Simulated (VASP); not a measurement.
**H: single point with PBE+D3(BJ)**

Crystal: H.

```
H
1.0
    -1.70674    1.70674    2.11874
     1.70674   -1.70674    2.11874
     1.70674    1.70674   -2.11874
H
2
Direct
  0.08859 0.08859 0.00000
  0.91141 0.91141 0.00000
```

* Program: VASP 6.6.1
* Task: single point
* Functional: PBE
* Dispersion: D3(BJ)
* Potentials or basis: VASP PAW PBE potentials, release 64 (H)
* Cutoff: 520 eV
* k mesh: 11 × 11 × 11
* Occupations: fermi-dirac, width 0.05 eV
* Spin: no spin polarisation

```yaml
Pressure: -0.2 GPa
Largest_force: 0.009 eV/Å
Band_gap_on_the_k_mesh: 9.06 eV, indirect (least direct gap 9.79 eV)
Dispersion_energy_per_atom: -0.018 eV
```

Forces on the atoms (eV/Å):
```
H    0.000  0.000 -0.009
H    0.000  0.000  0.009
```

Levels at points of the mesh, in eV from the valence-band top:
| k point | band 1 | band 2 | band 3 | band 4 |
| --- | --- | --- | --- | --- |
| (0.00, 0.00, 0.00) | -2.17 | 13.37 | 16.75 | 23.07 |

It took 26 s on 1 thread of Intel Xeon 6975P-C, with other jobs on the host, peak memory 0.15 GiB.

A k mesh can miss the band edges. PBE gaps usually lie below the measured ones, often by a third to a half.
